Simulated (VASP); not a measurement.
Set up this calculation in VASP 6.6.1, as the native input.

| Property | Result |
| --- | --- |
| Task | single point |
| Functional | PBEsol |
| Potentials or basis | VASP PAW PBE potentials, release 64 (Bi_d) |
| Cutoff | 520 eV |
| k mesh | 12 × 12 × 4 |
| Occupations | gaussian, width 0.15 eV |
| Spin | no spin polarisation |
| Dipole correction | no |
| Further INCAR settings | ALGO = Fast; EDIFF = 1e-06; NBANDS = 22 |

The structure of Bi lies in POSCAR:

```
Bi
1.0
    4.6751703087      0.0000000000      0.0000000000
   -2.3375851544      4.0488162543      0.0000000000
    0.0000000000      0.0000000000     11.8290000000
Bi
2
Direct
    0.3333333333      0.6666666667      0.2500000000
    0.6666666667      0.3333333333      0.7500000000
```

This isn't the form of Bi at room conditions, which is rhombohedral.

This cell differs from its parent crystal: strain +0.030 along x and y, +0.000 along z.

The input as run:

INCAR

```
ALGO = Fast ; EDIFF = 1E-6
ENCUT = 520 ; GGA = PS
ISIF = 2 ; ISMEAR = 0
LASPH = T ; LCHARG = F
LREAL = F ; LWAVE = F
NBANDS = 22 ; NELM = 100
PREC = Accurate ; SIGMA = 0.15
```

KPOINTS

```
k-points
0
Gamma
  12 12 4
```

Potentials or basis: VASP PAW PBE potentials, release 64 (Bi_d).

Command:

```bash
$ cat potpaw_PBE.64/Bi_d/POTCAR > POTCAR
$ mpirun -np 1 vasp_std > vasp.out
```

It gave:

```yaml
Pressure: -3.1 GPa
Band_gap_on_the_k_mesh: zero (bands 15 and 16 overlap by 1.85 eV)
```

Caveat: the cell differs from its parent crystal (strain +0.030 along x and y, +0.000 along z); the cell stands under tension; the PAW data sets were made with another functional, which shifts forces and pressure a little; spin-orbit coupling is left out, which moves the levels of the heavy elements.

Wall time 5.8 min on 1 thread of Intel(R) Xeon(R) Platinum 8375C CPU @ 2.90GHz (Ice Lake), on a shared host, peak memory 0.46 GiB.
